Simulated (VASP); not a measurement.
Runs of VASP 6.6.1 on Cs. The structure is that of space group Fm-3m (No. 225), or close to it. The cells are those of the table. 

| cell | gap on the mesh (eV) | pressure (GPa) |
| --- | --- | --- |
| a = 4.669 Å, angles 60.0°, 1 atom | none | 1.0 |
| a = 4.868 Å, angles 60.0°, 1 atom | none | 0.5 |
| a = 3.938 Å, angles 60.0°, 1 atom | none | (a) |
| a = 5.052 Å, angles 60.0°, 1 atom | none | (b) |
| a = 4.210 Å, angles 60.0°, 1 atom | none | 2.9 |

Alike in all rows: task single point; level LDA; potentials or basis VASP PAW LDA potentials, release 64 (Cs_sv); no spin polarisation; k mesh 10 × 10 × 10; cutoff (eV) 520; smearing fermi-dirac 0.1 eV.

Q: Fill in the values left out.

A: (a) 4.6; (b) 0.1.

Caveats: spin-orbit coupling is left out, which moves the levels of the heavy elements.

A k mesh can miss the band edges, and the runs leave out spin-orbit coupling on Cs.

A gap of «none» marks levels without a gap at the run's occupations.
